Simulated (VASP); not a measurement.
Wanted: the native input for a VASP 6.6.1 run.

| Item | Value |
| --- | --- |
| Task | single point |
| Functional | PBEsol |
| Potentials or basis | VASP PAW PBE potentials, release 64 (Sr_sv, Cl) |
| Cutoff | 520 eV |
| k mesh | 6 × 6 × 6 |
| Occupations | fermi-dirac, width 0.02 eV |
| Spin | no spin polarisation |
| Dipole correction | no |
| Further INCAR settings | ALGO = Normal; EDIFF = 1e-06; NBANDS = 19 |

The structure of SrCl2 lies in POSCAR:

```
SrCl2
1.0
    0.0000000000      3.4534609699      3.4534609699
    3.4534609699      0.0000000000      3.4534609699
    3.4534609699      3.4534609699      0.0000000000
Sr Cl
1 2
Direct
    0.0000000000      0.0000000000      0.0000000000
    0.7500000000      0.7500000000      0.7500000000
    0.2500000000      0.2500000000      0.2500000000
```

These files were run (other wordings do the same):

INCAR

```
  ALGO = Normal
  EDIFF = 1E-6
  ENCUT = 520
  GGA = PS
  ISIF = 2
  ISMEAR = -1
  LASPH = T
  LCHARG = T
  LELF = T
  LREAL = F
  LVHAR = T
  LWAVE = F
  NBANDS = 19
  NELM = 80
  PREC = Accurate
  SIGMA = 0.02
```

KPOINTS

```
k-points
0
Gamma
  6 6 6
```

Potentials or basis: VASP PAW PBE potentials, release 64 (Sr_sv, Cl).

Command:

```console
$ cat potpaw_PBE.64/Sr_sv/POTCAR potpaw_PBE.64/Cl/POTCAR > POTCAR
$ mpirun -np 1 vasp_std > vasp.out
```

It gave:

| Item | Value |
| --- | --- |
| Pressure | 0.2 GPa |
| Band gap on the k mesh | 5.24 eV, indirect (least direct gap 5.34 eV) |

Caveat: the PAW data sets were made with another functional, which shifts forces and pressure a little.

Run time: 23 s on 1 thread of Intel(R) Xeon(R) Platinum 8259CL CPU @ 2.50GHz (Skylake/Cascade Lake), on a shared host, peak memory 0.2 GiB.
